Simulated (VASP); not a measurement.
A run of VASP 6.6.1:

INCAR

```
PREC = Accurate ; ENCUT = 520
EDIFF = 1E-6 ; ISMEAR = 0
SIGMA = 0.026000000000000002 ; LREAL = F
LASPH = T ; NELM = 150
ALGO = Fast ; ISIF = 2
LWAVE = F ; LCHARG = F
ISPIN = 2 ; MAGMOM = 3 0
LORBIT = 11 ; LMAXMIX = 4
GGA = PE ; NBANDS = 16
```

The input KPOINTS:

```
regular mesh
0
Gamma
  9 9 9
```

POSCAR

```
AlFe
1.0
    2.9100000000      0.0000000000      0.0000000000
    0.0000000000      2.9100000000      0.0000000000
    0.0000000000      0.0000000000      2.9100000000
Fe Al
1 1
Direct
    0.5000000000      0.5000000000      0.5000000000
    0.0000000000      0.0000000000      0.0000000000
```

Potentials or basis: VASP PAW PBE potentials, release 64 (Fe, Al).

Command:

```bash
$ cat potpaw_PBE.64/Fe/POTCAR potpaw_PBE.64/Al/POTCAR > POTCAR
$ mpirun -np 1 vasp_std > vasp.out
```

Hardware: 1 thread of Intel(R) Xeon(R) 6975P-C (Granite Rapids), on a shared host.

Estimate the wall time of this run.

Run time: 11 s on 1 thread of Intel(R) Xeon(R) 6975P-C (Granite Rapids), on a shared host, peak memory 0.16 GiB. Counts: scf iterations 16, k points 35.
